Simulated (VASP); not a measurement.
# NaSe4 (Pmmm) in VASP: further runs

Runs on NaSe4. Level: PBE+D3(BJ). Tasks: single point, relaxation of cell and atoms.

All numbers are computed with VASP 6.6.1; they aren't measurements. Logs are shortened: lines on timing, memory, paths and dates and some standing lists are left out, and cuts for length are marked.

## 1. The cell of the first run

Symmetry: Pmmm, No. 47, orthorhombic system. Conventional cell: a = 2.689 Å, b = 5.378 Å, c = 7.304 Å, α = 90.00°, β = 90.00°, γ = 90.00°. Na (site symmetry mmm) has 8 Se at 2.63 Å and 2 Na at 2.69 Å within 3.5 Å. Se (site symmetry m) has 2 Na at 2.63 Å and 10 Se at 2.69 to 3.80 Å within 3.9 Å.

## 2. Single point, PBE+D3(BJ)

INCAR

```
PREC = Accurate
ENCUT = 520
EDIFF = 1E-7
ISMEAR = 0
SIGMA = 0.1
LREAL = F
LASPH = T
NELM = 80
ALGO = Normal
ISIF = 2
LWAVE = F
LCHARG = F
GGA = PE
IVDW = 12
NBANDS = 24
```

KPOINTS

```
Automatic mesh
0
Gamma
  6 4 4
```

POSCAR

```
NaSe4
1.0
    2.6887620000      0.0000000000      0.0000000000
    0.0000000000      5.3775240000      0.0000000000
    0.0000000000      0.0000000000      7.3035884100
Na Se
1 4
Direct
    0.0000000000      0.0000000000      0.0000000000
    0.5000000000      0.2500000000      0.7515886600
    0.5000000000      0.7500000000      0.7515886600
    0.5000000000      0.2500000000      0.2484113400
    0.5000000000      0.7500000000      0.2484113400
```

Potentials or basis: VASP PAW PBE potentials, release 64 (Na_pv, Se).

Started as:

```console
$ cat potpaw_PBE.64/Na_pv/POTCAR potpaw_PBE.64/Se/POTCAR > POTCAR
$ mpirun -np 1 vasp_std > vasp.out
```

OUTCAR:

```text
PREC = Accurate
   ENCUT = 520
   EDIFF = 1E-7
   ISMEAR = 0
   LREAL = F
   LASPH = T
   NELM = 80
   ISIF = 2
   GGA = PE
   IVDW = 12
 IVDW          = 12

 ion  position               nearest neighbor table
   1  0.000  0.000  0.000-   2 2.63   3 2.63   4 2.63   5 2.63   2 2.63   3 2.63   4 2.63   5 2.63

   2  0.500  0.250  0.752-   1 2.63   1 2.63   3 2.69   3 2.69
   3  0.500  0.750  0.752-   1 2.63   1 2.63   2 2.69   2 2.69
   4  0.500  0.250  0.248-   1 2.63   1 2.63   5 2.69   5 2.69
   5  0.500  0.750  0.248-   1 2.63   1 2.63   4 2.69   4 2.69

  LATTYP: Found a simple orthorhombic cell.
 ALAT       =     2.6887620000
 B/A-ratio  =     2.0000000000
 C/A-ratio  =     2.7163387500

  Lattice vectors:

 A1 = (   2.6887620000,   0.0000000000,   0.0000000000)
 A2 = (   0.0000000000,   5.3775240000,   0.0000000000)
 A3 = (   0.0000000000,   0.0000000000,   7.3035884100)

Analysis of symmetry for initial positions (statically):
=====================================================================
 Subroutine PRICEL returns:
 Original cell was already a primitive cell.

 Routine SETGRP: Setting up the symmetry group for a
 simple orthorhombic supercell.

 Subroutine GETGRP returns: Found  8 space group operations
 (whereof  8 operations were pure point group operations)
 out of a pool of  8 trial point group operations.

The static configuration has the point symmetry D_2h.

Analysis of symmetry for dynamics (positions and initial velocities):
=====================================================================
 Subroutine PRICEL returns:
 Original cell was already a primitive cell.

 Routine SETGRP: Setting up the symmetry group for a
 simple orthorhombic supercell.

 Subroutine GETGRP returns: Found  8 space group operations
 (whereof  8 operations were pure point group operations)
 out of a pool of  8 trial point group operations.

The dynamic configuration has the point symmetry D_2h.

 Subroutine INISYM returns: Found  8 space group operations
 (whereof  8 operations are pure point group operations),
 and found     1 'primitive' translations

----------------------------------------------------------------------------------------

                                     Primitive cell

  volume of cell :     105.6017

  direct lattice vectors                    reciprocal lattice vectors
     2.688762000  0.000000000  0.000000000     0.371918377  0.000000000  0.000000000
     0.000000000  5.377524000  0.000000000     0.000000000  0.185959189  0.000000000
     0.000000000  0.000000000  7.303588410     0.000000000  0.000000000  0.136918997

  length of vectors
     2.688762000  5.377524000  7.303588410     0.371918377  0.185959189  0.136918997

  position of ions in fractional coordinates (direct lattice)
     0.000000000  0.000000000  0.000000000
     0.500000000  0.250000000  0.751588660
     0.500000000  0.750000000  0.751588660
     0.500000000  0.250000000  0.248411340
     0.500000000  0.750000000  0.248411340

  ion indices of the primitive-cell ions
   primitive index   ion index
                 1           1
                 2           2
                 3           3
                 4           4
                 5           5

----------------------------------------------------------------------------------------

 KPOINTS: Automatic mesh

Automatic generation of k-mesh.
 Grid dimensions read from file:
 generate k-points for:    6    4    4

 Generating k-lattice:

  Cartesian coordinates                     Fractional coordinates (reciprocal lattice)
     0.061986396  0.000000000  0.000000000     0.166666667  0.000000000  0.000000000
     0.000000000  0.046489797  0.000000000     0.000000000  0.250000000  0.000000000
     0.000000000  0.000000000  0.034229749     0.000000000  0.000000000  0.250000000

  Length of vectors
     0.061986396  0.046489797  0.034229749

  Shift w.r.t. Gamma in fractional coordinates (k-lattice)
     0.000000000  0.000000000  0.000000000

 Subroutine IBZKPT returns following result:
 ===========================================

 Found     36 irreducible k-points:

 Following reciprocal coordinates:
            Coordinates               Weight
  0.000000  0.000000  0.000000      1.000000
  0.166667  0.000000  0.000000      2.000000
  0.333333  0.000000  0.000000      2.000000
  0.500000  0.000000  0.000000      1.000000
  0.000000  0.250000  0.000000      2.000000
  0.166667  0.250000  0.000000      4.000000
[... 16 lines left out ...]
  0.333333  0.500000  0.250000      4.000000
  0.500000  0.500000  0.250000      2.000000
 [... further k-points ...]
   k-points           NKPTS =     36   k-points in BZ     NKDIM =     36   number of bands    NBANDS=     24
   number of dos      NEDOS =    301   number of ions     NIONS =      5
   total plane-waves  NPLWV =  43200
   dimension x,y,z NGX =    20 NGY =   40 NGZ =   54
   dimension x,y,z NGXF=    40 NGYF=   80 NGZF=  108
   ions per type =               1   4
   NGX,Y,Z   is equivalent  to a cutoff of  12.37, 12.37, 12.29 a.u.
   NGXF,Y,Z  is equivalent  to a cutoff of  24.73, 24.73, 24.58 a.u.
 SYSTEM =  unknown system
   PREC   = accura    normal or accurate (medium, high low for compatibility)
   ISTART =      0    job   : 0-new  1-cont  2-samecut
   ICHARG =      2    charge: 1-file 2-atom 10-const
   ISPIN  =      1    spin polarized calculation?
   LNONCOLLINEAR =      F non collinear calculations
   LSORBIT =      F    spin-orbit coupling
   LASPH  =      T    aspherical Exc in radial PAW
   ENCUT  =  520.0 eV  38.22 Ry    6.18 a.u.   5.00 10.00 13.58*2*pi/ulx,y,z
   NELM   =     80;   NELMIN=  2; NELMDL= -5     # of ELM steps
   EDIFF  = 0.1E-06   stopping-criterion for ELM
   LREAL  =      F    real-space projection
   EDIFFG = 0.1E-05   stopping-criterion for IOM
   NSW    =      0    number of steps for IOM
   IBRION =     -1    ionic relax: 0-MD 1-quasi-New 2-CG
   NFREE  =      0    steps in history (QN), initial steepest desc. (CG)
   ISIF   =      2    stress and relaxation
   ISYM   =      2    0-nonsym 1-usesym 2-fastsym
   POTIM  = 0.5000    time-step for ionic-motion
   TEBEG  =    0.0;   TEEND  =   0.0 temperature during run
   PSTRESS=    0.0 pullay stress
   NELECT =      31.0000    total number of electrons
   NUPDOWN=      -1.0000    fix difference up-down
   EMIN   =  10.00;   EMAX   =-10.00  energy-range for DOS
   EFERMI =   0.00;   METHOD = LEGACY
   ISMEAR =     0;   SIGMA  =   0.10  broadening in eV -4-tet -1-fermi 0-gaus
   EFERMI_NEDOS =   21; number of points for ismear=-14 and -15
   IALGO  =     38    algorithm
   IMIX   =      4    mixing-type and parameters
     AMIX     =   0.40;   BMIX     =  1.00
     AMIX_MAG =   1.60;   BMIX_MAG =  1.00
  volume/ion in A,a.u.               =      21.12       142.53
  Fermi-wavevector in a.u.,A,eV,Ry     =   1.088024  2.056067 16.106519  1.183796
  Thomas-Fermi vector in A             =   2.224196
   LORBIT       =      0    0 simple, 1 ext, 2 COOP (PROOUT), +10 PAW based schemes
   GGA     = PE    functional components
   LHFCALC =     F    Hartree Fock is set to
   AEXX    =    0.0000 exact exchange contribution
   IVDW    =    12    specifies the selected vdW correction
   LEPSILON=     F    determine dielectric tensor
   LRPA    =     F    only Hartree local field effects (RPA)
 non-spin polarized calculation
 Gauss-broadening in eV      SIGMA  =   0.10
  energy-cutoff  :      520.00
  volume of cell :      105.60
 maximum number of plane-waves:      2880
 NGX is ok and might be reduce to    20
   NGX =  9   NGY = 19   NGZ = 27

 number of electron      30.9999978 magnetization

 Free energy of the ion-electron system (eV)
  ---------------------------------------------------
  ext. energy  EPLUGINS =         0.00000000
  ---------------------------------------------------
  free energy    TOTEN  =       -14.54561917 eV

  energy without entropy =      -14.53296940  energy(sigma->0) =      -14.53929429

 E-fermi :   3.9172     XC(G=0):  -9.6104

 val. band max:        3.9125887923   @ k =   0.1667   0.0000   0.0000
 cond. band min:       3.9358235658   @ k =   0.1667   0.2500   0.2500
 fundamental gap:      0.0232347735
 Fermi energy:         3.9172208072

 k-point     1 :       0.0000    0.0000    0.0000
  band No.  band energies     occupation
      1     -19.6851      2.00000
      2     -19.5545      2.00000
      3     -19.3909      2.00000
      4     -11.7409      2.00000
      5     -11.2603      2.00000
      6      -8.9232      2.00000
[... 16 lines left out ...]
     23      12.2115      0.00000
     24      12.6264      0.00000

 k-point     2 :       0.1667    0.0000    0.0000
  band No.  band energies     occupation
      1     -19.6592      2.00000
      2     -19.5356      2.00000
      3     -19.5016      2.00000
      4     -11.2513      2.00000
      5     -10.8057      2.00000
      6      -8.4516      2.00000
[... 16 lines left out ...]
     23      12.6513      0.00000
     24      13.3062      0.00000

 k-point     3 :       0.3333    0.0000    0.0000
  band No.  band energies     occupation
      1     -19.7162      2.00000
      2     -19.6077      2.00000
      3     -19.4979      2.00000
      4      -9.9441      2.00000
      5      -9.5871      2.00000
      6      -7.1687      2.00000
[... 16 lines left out ...]
     23      10.0575      0.00000
     24      10.1253      0.00000

 k-point     4 :       0.5000    0.0000    0.0000
  band No.  band energies     occupation
      1     -19.8205      2.00000
      2     -19.5821      2.00000
      3     -19.4791      2.00000
      4      -8.9050      2.00000
      5      -8.6297      2.00000
      6      -6.1147      2.00000
[... 16 lines left out ...]
     23      11.0124      0.00000
     24      11.0956      0.00000

 k-point     5 :       0.0000    0.2500    0.0000
  band No.  band energies     occupation
      1     -19.6846      2.00000
      2     -19.5553      2.00000
      3     -19.3909      2.00000
      4     -11.4679      2.00000
      5     -11.0033      2.00000
      6      -9.5758      2.00000
[... 16 lines left out ...]
     23      13.2328      0.00000
     24      13.5625      0.00000

 k-point     6 :       0.1667    0.2500    0.0000
  band No.  band energies     occupation
      1     -19.6587      2.00000
      2     -19.5362      2.00000
      3     -19.5015      2.00000
      4     -10.9801      2.00000
      5     -10.5466      2.00000
      6      -9.1019      2.00000
[... 16 lines left out ...]
     23      13.6696      0.00000
     24      13.9796      0.00000
[... 379 lines left out ...]
 k-point    21 :       0.0000    0.5000    0.2500
  band No.  band energies     occupation
      1     -19.6840      2.00000
      2     -19.5562      2.00000
      3     -19.3909      2.00000
      4     -10.7442      2.00000
      5     -10.5103      2.00000
      6     -10.3617      2.00000
[... 16 lines left out ...]
     23      11.8306      0.00000
     24      14.5546      0.00000

 k-point    22 :       0.1667    0.5000    0.2500
  band No.  band energies     occupation
      1     -19.6584      2.00000
      2     -19.5369      2.00000
      3     -19.5014      2.00000
      4     -10.2528      2.00000
      5     -10.0404      2.00000
      6      -9.9082      2.00000
[... 16 lines left out ...]
     23      12.3610      0.00000
     24      14.8457      0.00000

 k-point    23 :       0.3333    0.5000    0.2500
  band No.  band energies     occupation
      1     -19.7159      2.00000
      2     -19.6074      2.00000
      3     -19.4985      2.00000
      4      -8.9408      2.00000
      5      -8.7757      2.00000
      6      -8.6885      2.00000
[... 16 lines left out ...]
     23      11.9059      0.00000
     24      13.0211      0.00000

 k-point    24 :       0.5000    0.5000    0.2500
  band No.  band energies     occupation
      1     -19.8201      2.00000
      2     -19.5820      2.00000
      3     -19.4794      2.00000
      4      -7.8979      2.00000
      5      -7.7657      2.00000
      6      -7.7203      2.00000
[... 16 lines left out ...]
     23      11.1929      0.00000
     24      11.7694      0.00000

 [... further k-points ...]

------------------------ aborting loop because EDIFF is reached ----------------------------------------

 Edisp (eV)   -1.84538

 E8    (eV) :    -0.7773

  FORCE on cell =-STRESS in cart. coord.  units (eV):
  Direction    XX          YY          ZZ          XY          YZ          ZX
  --------------------------------------------------------------------------------------
  -------------------------------------------------------------------------------------
  Total       7.89782     2.05298     8.46161     0.00000     0.00000     0.00000
  in kB     119.82485    31.14754   128.37856     0.00000     0.00000     0.00000
  external pressure =       93.12 kB  Pullay stress =        0.00 kB

 VOLUME and BASIS-vectors are now :
 -----------------------------------------------------------------------------
  energy-cutoff  :      520.00
  volume of cell :      105.60
      direct lattice vectors                 reciprocal lattice vectors
     2.688762000  0.000000000  0.000000000     0.371918377  0.000000000  0.000000000
     0.000000000  5.377524000  0.000000000     0.000000000  0.185959189  0.000000000
     0.000000000  0.000000000  7.303588410     0.000000000  0.000000000  0.136918997

 POSITION                                       TOTAL-FORCE (eV/Angst)
 -----------------------------------------------------------------------------------
      0.00000      0.00000      0.00000         0.000000      0.000000      0.000000
      1.34438      1.34438      5.48929        -0.000000      0.901215     -1.282107
      1.34438      4.03314      5.48929         0.000000     -0.901215     -1.282107
      1.34438      1.34438      1.81429         0.000000      0.901215      1.282107
      1.34438      4.03314      1.81429         0.000000     -0.901215      1.282107
 -----------------------------------------------------------------------------------
    total drift:                                0.000000      0.000000      0.000000

  FREE ENERGIE OF THE ION-ELECTRON SYSTEM (eV)
  ---------------------------------------------------
  free  energy   TOTEN  =       -16.3909956385 eV

  energy  without entropy=      -16.3783458639  energy(sigma->0) =      -16.38467075
```

Run time: 42 s. Hardware: 1 thread of AMD EPYC 9R45 (Zen 5), shared host; peak memory 0.21 GiB.

What came out:

```
Free energy                : -16.3910 eV
Pressure                   : 9.3 GPa
Largest force              : 1.567 eV/Å
Band gap on the k mesh     : zero (an odd number of electrons rules out a gap without spin polarisation)
Dispersion energy per atom : -0.369 eV
```

Forces in eV/Å, atoms in the order of the input:
```
Na   0.000  0.000  0.000
Se   0.000  0.901 -1.282
Se   0.000 -0.901 -1.282
Se   0.000  0.901  1.282
Se   0.000 -0.901  1.282
```

Stress tensor (GPa, compression positive):
```
11.98  0.00  0.00
 0.00  3.11  0.00
 0.00  0.00 12.84
```

Levels at points of the mesh, in eV from the Fermi level:
```tsv
k point	band 13	band 14	band 15	band 16	band 17	band 18
(0.00, 0.00, 0.00)	-0.42	3.11	3.15	3.28	3.35	3.75
(0.50, 0.00, 0.00)	-4.27	-2.68	-0.48	-0.39	1.69	3.53
(0.00, 0.50, 0.00)	-2.39	-1.62	-1.52	3.84	3.92	3.99
(0.50, 0.50, 0.00)	-1.81	-0.41	-0.35	-0.29	-0.12	0.43
(0.00, 0.00, 0.50)	-1.61	3.19	3.20	3.24	3.24	4.97
(0.50, 0.00, 0.50)	-4.38	-1.81	-1.58	0.26	0.72	3.82
(0.00, 0.50, 0.50)	-2.52	-2.50	-2.39	3.90	3.92	4.01
(0.50, 0.50, 0.50)	-1.02	-0.90	-0.59	-0.29	-0.20	-0.17
```

Caveat: the k points lie up to 0.39 Å⁻¹ apart, too coarse for converged energies and pressures of a metal; forces of over 1 eV/Å act on the atoms, so gaps and moduli don't describe the material at rest.

[end of part 1 of 2]
